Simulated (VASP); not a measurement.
Input of a VASP 6.6.1 run:

File INCAR:

```
PREC     = Accurate       # precision mode
ENCUT    = 520            # plane-wave cutoff, eV
EDIFF    = 1E-7           # SCF threshold, eV
ISMEAR   = -1             # smearing method
SIGMA    = 0.1            # smearing width, eV
LREAL    = False          # projectors in reciprocal space
LASPH    = True           # aspherical terms in the spheres
NELM     = 60             # most SCF steps
ALGO     = Normal         # electronic algorithm
ISIF     = 2              # what is computed and relaxed
LWAVE    = False          # write WAVECAR
LCHARG   = False          # write CHGCAR
GGA      = RP             # functional
NBANDS   = 19             # bands
```

The input KPOINTS:

```
regular mesh
0
Gamma
  20 20 11
```

Contents of POSCAR:

```
Ti
1.0
    3.0067388421      0.0000000000      0.0000000000
   -1.5033694210      2.6039122198      0.0000000000
    0.0000000000      0.0000000000      4.7624569755
Ti
2
Direct
    0.3333333333      0.6666666667      0.2500000000
    0.6666666667      0.3333333333      0.7500000000
```

Potentials or basis: VASP PAW PBE potentials, release 64 (Ti_sv).

Run with:

```bash
$ cat potpaw_PBE.64/Ti_sv/POTCAR > POTCAR
$ mpirun -np 1 vasp_std > vasp.out
```

Q: Predict the pressure.

A: -4.0 GPa.

Q: Estimate the band gap on the k mesh.

A: Zero (band 12 reaches 8.47 eV, above the bottom of band 13 at 7.41 eV).

Caveat: the PAW data sets were made with another functional, which shifts forces and pressure a little.
